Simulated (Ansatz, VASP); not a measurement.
**LiTi in VASP and in Ansatz**

Contents of INCAR:

```
SYSTEM = LiTi
ALGO = Fast
EDIFF = 1E-6
EDIFFG = -0.04
ENCUT = 600
GGA = PE
IBRION = 2
ISIF = 3
ISMEAR = 0
LASPH = .True.
LCHARG = .False.
LREAL = .False.
LWAVE = .False.
NELM = 100
NSW = 90
PREC = Accurate
SIGMA = 0.1
```

File KPOINTS:

```
k-points
0
Gamma
  6 6 6
  0 0 0
```

File POSCAR:

```
LiTi
1.0
    3.0134006719      0.0000000000      0.0000000000
    0.0000000000      3.0134006719      0.0000000000
    0.0000000000      0.0000000000      3.0134006719
Li Ti
1 1
Direct
    0.0000000000      0.0000000000      0.0000000000
    0.5000000000      0.5000000000      0.5000000000
```

Input for Ansatz:

```yaml
crystal:
  lattice:
    - [3.0134006719, 0.0, 0.0]
    - [0.0, 3.0134006719, 0.0]
    - [0.0, 0.0, 3.0134006719]
  atoms:
    - { symbol: Li, position: [0.0, 0.0, 0.0] }
    - { symbol: Ti, position: [0.5, 0.5, 0.5] }
basis:
  ecutwfc: 420
kpoints:
  mp_grid: { grid: [6, 6, 6] }
hamiltonian:
  xc: pbe
scf:
  occupations: { method: gaussian, width: 0.1 }
  lower_state_search: "off"
output:
  forces: true
  stress: true
  eigenvalues: true
relax:
  adjacent_minimum: "off"
  f_tol: 0.04
  max_steps: 70
  cell: { stress_tol: 0.4 }
```

Alike in both runs: task relaxation of cell and atoms; functional PBE; k mesh 6 × 6 × 6; occupations gaussian, width 0.1 eV; no spin polarisation.

```csv
,VASP,Ansatz
version,VASP 6.6.1,Ansatz 0.2.0
potentials or method,"VASP PAW PBE potentials, release 64 (Li_sv, Ti_sv), cutoff 600 eV","scalar-relativistic, plane waves, PAW"
valence electrons in the cell,15,15
```

```tsv
	VASP	Ansatz	Ansatz less VASP
gap on the k mesh at the Fermi level, each at its own relaxed structure (eV)	none	none	-
relaxed volume (Å³/atom)	16.06	15.97	-0.091
relaxed cell length with the largest relative difference (Å)	3.179	3.173	-0.0060
```

A gap of «none» marks a metal or a gap that the smearing closes.

Noted on VASP's run: the cutoff is short for stress, so the pressure is rough; the volume moved by over 15 % at a fixed basis, so the end points are rough.
